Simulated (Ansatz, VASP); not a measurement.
## Zn2Si2N: VASP beside Ansatz

File INCAR:

```
ALGO = Normal
EDIFF = 1E-7
ENCUT = 520
GGA = PE
ISIF = 2
ISMEAR = 0
ISPIN = 2
LASPH = True
LCHARG = True
LELF = True
LORBIT = 11
LREAL = False
LVHAR = True
LWAVE = False
MAGMOM = 0 0 0 0 1
NBANDS = 30
NELM = 150
PREC = Accurate
SIGMA = 0.1
```

File KPOINTS:

```
k-points
0
Gamma
  4 4 6
```

POSCAR

```
Zn2Si2N
1.0
    3.0999773200     -3.2217621300      0.0000000000
    3.0999773200      3.2217621300      0.0000000000
    0.0000000000      0.0000000000      3.3720711300
Zn Si N
2 2 1
Direct
    0.2575284600      0.2575284600      0.0000000000
    0.7424715400      0.7424715400      0.0000000000
    0.7540840100      0.2459159900      0.5000000000
    0.2459159900      0.7540840100      0.5000000000
    0.5000000000      0.5000000000      0.0000000000
```

Input for Ansatz:

```yaml
crystal:
  lattice:
    - [3.09997732, -3.22176213, 0.0]
    - [3.09997732, 3.22176213, 0.0]
    - [0.0, 0.0, 3.37207113]
  atoms:
    - { symbol: Zn, position: [0.25752846, 0.25752846, 0.0] }
    - { symbol: Zn, position: [0.74247154, 0.74247154, 0.0] }
    - { symbol: Si, position: [0.75408401, 0.24591599, 0.5] }
    - { symbol: Si, position: [0.24591599, 0.75408401, 0.5] }
    - { symbol: "N", position: [0.5, 0.5, 0.0], spin: 1.0 }
basis:
  ecutwfc: 420
kpoints:
  mp_grid: { grid: [4, 4, 6] }
hamiltonian:
  xc: pbe
scf:
  occupations: { method: gaussian, width: 0.1 }
  lower_state_search: "off"
output:
  forces: true
  stress: true
  eigenvalues: true
  populations: true
magnetization:
  spin_polarized: true
```

Alike in both runs: task single point; functional PBE; k mesh 4 × 4 × 6; occupations gaussian, width 0.1 eV; collinear spin.

|  | VASP | Ansatz |
| --- | --- | --- |
| version | VASP 6.6.1 | Ansatz 0.2.0 |
| potentials or method | VASP PAW PBE potentials, release 64 (Zn, Si, N), cutoff 520 eV | scalar-relativistic, plane waves, PAW |
| valence electrons in the cell | 37 | 37 |

|  | VASP | Ansatz | Ansatz less VASP |
| --- | --- | --- | --- |
| gap on the k mesh at the Fermi level (eV) | none | none | - |
| rms of the force components (eV/Å) | 6.312 | 6.133 | -0.1789 |
| net moment per atom (μB) | 0.00 | 0.00 | 0.000 |

Atom by atom the forces differ by 0.179 eV/Å (rms over components). A gap of «none» marks a metal or a gap that the smearing closes. Ansatz's warnings: seeded moment not kept.
